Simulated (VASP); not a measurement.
Si:

```
Si
1.0
    -1.63225    1.68877    1.16667
     1.73080   -1.69330    1.29369
     1.62460    1.68565   -1.17225
Si
1
Cartesian
  0.0000 0.0000 0.0000
```

- Program: VASP 6.6.1
- Task: relaxation of cell and atoms
- Functional: PBEsol
- Potentials or basis: VASP PAW PBE potentials, release 64 (Si)
- Cutoff: 600 eV
- k mesh: 13 × 13 × 11
- Occupations: fermi-dirac, width 0.05 eV
- Spin: no spin polarisation

At the start: pressure 3.5 GPa; volume 13.91 Å³/atom.

**Question.** How do energy, volume and symmetry change on relaxing?

**Answer.** Over 22 steps the energy falls by 32.5 meV/atom and the volume is 14.27 Å³/atom (+2.6 %); space group C2/m (No. 12, to 0.1 Å) before and after.

Step by step:
| step | energy change (eV) | largest force (eV/Å) | pressure (GPa) | volume (Å³) |
| --- | --- | --- | --- | --- |
| 1 | 0.0000 | 0.0000 | 3.53 | 13.91 |
| 2 | -0.0243 | 0.0000 | -1.62 | 14.52 |
| 3 | -0.0245 | 0.0000 | -2.22 | 14.61 |
| 4 | -0.0295 | 0.0000 | -0.75 | 14.33 |
| 5 | -0.0295 | 0.0000 | -0.68 | 14.32 |
| 6 | -0.0301 | 0.0000 | 0.15 | 14.20 |
| 7 | -0.0301 | 0.0000 | 0.26 | 14.19 |
| 8 | -0.0304 | 0.0000 | 0.21 | 14.20 |
| 9 | -0.0305 | 0.0000 | 0.16 | 14.22 |
| 10 | -0.0307 | 0.0000 | 0.06 | 14.24 |
| 11 | -0.0312 | 0.0000 | -0.23 | 14.30 |
| 12 | -0.0308 | 0.0000 | -0.60 | 14.41 |
| 13 | -0.0315 | 0.0000 | -0.38 | 14.33 |
| 14 | -0.0315 | 0.0000 | -0.44 | 14.35 |
| 15 | -0.0316 | 0.0000 | -0.43 | 14.36 |
| 16 | -0.0316 | 0.0000 | -0.42 | 14.36 |
| 17 | -0.0318 | 0.0000 | -0.36 | 14.35 |
| 18 | -0.0322 | 0.0000 | -0.17 | 14.31 |
| 19 | -0.0323 | 0.0000 | 0.25 | 14.23 |
| 20 | -0.0324 | 0.0000 | 0.11 | 14.26 |
| 21 | -0.0324 | 0.0000 | 0.08 | 14.26 |
| 22 | -0.0325 | 0.0000 | 0.04 | 14.27 |

Final structure:
```xyz
1
Lattice="-1.5879 1.6663 1.1888 1.7505 -1.6683 1.4048 1.5754 1.6557 -1.1929" Properties=species:S:1:pos:R:3 pbc="T T T"
Si    1.5754    1.6557   -1.1929
```

Caveat: the PAW data sets were made with another functional, which shifts forces and pressure a little.
